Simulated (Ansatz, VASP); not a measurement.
# Two plane-wave programs on WS2

INCAR

```
SYSTEM = WS2
PREC = Accurate ; ENCUT = 520
EDIFF = 1E-6 ; ISMEAR = 0
SIGMA = 0.02 ; LREAL = .FALSE.
LASPH = .TRUE. ; NELM = 100
ALGO = Normal ; ISIF = 2
LWAVE = .FALSE. ; LCHARG = .FALSE.
GGA = PE ; IVDW = 12
NBANDS = 35
```

KPOINTS

```
Automatic mesh
0
G
  12 12 4
  0 0 0
```

The input POSCAR:

```
WS2
1.0
    3.1226090578      0.0000000000      0.0000000000
   -1.5613045289      2.7042587701      0.0000000000
    0.0000000000      0.0000000000     12.1788987399
W S
2 4
Direct
    0.3333333333      0.6666666667      0.7500610032
    0.6666666667      0.3333333333      0.2499389968
    0.3333333333      0.6666666667      0.1197001014
    0.6666666667      0.3333333333      0.6198211815
    0.3333333333      0.6666666667      0.3801788185
    0.6666666667      0.3333333333      0.8802998986
```

Input for Ansatz:

```yaml
crystal:
  lattice:
    - [3.1226090578, 0.0, 0.0]
    - [-1.5613045289, 2.7042587701, 0.0]
    - [0.0, 0.0, 12.1788987399]
  atoms:
    - { symbol: W, position: [0.3333333333, 0.6666666667, 0.7500610032] }
    - { symbol: W, position: [0.6666666667, 0.3333333333, 0.2499389968] }
    - { symbol: S, position: [0.3333333333, 0.6666666667, 0.1197001014] }
    - { symbol: S, position: [0.6666666667, 0.3333333333, 0.6198211815] }
    - { symbol: S, position: [0.3333333333, 0.6666666667, 0.3801788185] }
    - { symbol: S, position: [0.6666666667, 0.3333333333, 0.8802998986] }
basis:
  ecutwfc: 420
kpoints:
  mp_grid: { grid: [12, 12, 4] }
  band_path: { path: [VBM, CBM], npoints: 2 }
hamiltonian:
  xc: pbe
  dispersion: d3bj
scf:
  occupations: { method: gaussian, width: 0.02 }
output:
  forces: true
  stress: true
  eigenvalues: true
checkpoint:
  read: start.run
  write: ck
  compress: false
  write_wavefunctions: false
  write_every: 100000
```

Alike in both runs: task single point; functional PBE; dispersion D3(BJ); k mesh 12 × 12 × 4; occupations gaussian, width 0.02 eV; no spin polarisation.

|  | VASP | Ansatz |
| --- | --- | --- |
| version | VASP 6.6.1 | Ansatz 0.2.0 |
| potentials or method | VASP PAW PBE potentials, release 64 (W_sv, S), cutoff 520 eV | scalar-relativistic, plane waves, PAW |
| valence electrons in the cell | 52 | 52 |

```csv
,VASP,Ansatz,Ansatz less VASP
gap on the k mesh at the Fermi level (eV),0.92,0.91,-0.017
least direct gap on the mesh (eV),1.98,1.97,-0.003
pressure (GPa),2.1,2.1,+0.03
"traceless stress, the component that is largest in VASP (GPa)",-2.09,-2.09,0.000
```

Spin-orbit coupling is off throughout.
